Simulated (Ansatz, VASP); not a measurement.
One calculation of CaTl2, two programs

```
Ca Tl
1.0
     4.91753    0.00000    0.00000
     0.00000    4.91753    0.00000
     0.00000    0.00000    7.72520
Ca Tl
2 4
Cartesian
  0.0000 2.4588 5.4016
  2.4588 0.0000 2.3236
  0.0000 0.0000 0.0000
  2.4588 2.4588 0.0000
  0.0000 2.4588 2.1294
  2.4588 0.0000 5.5958
```

Alike in both runs: functional PBE; k mesh 4 × 4 × 4; occupations gaussian, width 0.1 eV; no spin polarisation.

Ansatz relaxed the structure, and its values are those at the end. VASP's run is a single point on that final structure, the one shown.

|  | VASP | Ansatz |
| --- | --- | --- |
| version | VASP 6.6.1 | Ansatz 0.2.0 |
| potentials or method | VASP PAW PBE potentials, release 64 (Ca_sv, Tl_d), cutoff 520 eV | scalar-relativistic, plane waves, PAW |
| valence electrons in the cell | 72 | 72 |

```tsv
	VASP	Ansatz	Ansatz less VASP
gap on the k mesh at the Fermi level (eV)	none	none	-
pressure (GPa)	0.0	0.0	+0.01
rms of the force components (eV/Å)	0.003	0.003	-0.0004
```

A gap of «none» marks a metal or a gap that the smearing closes.

Spin-orbit coupling is off throughout.
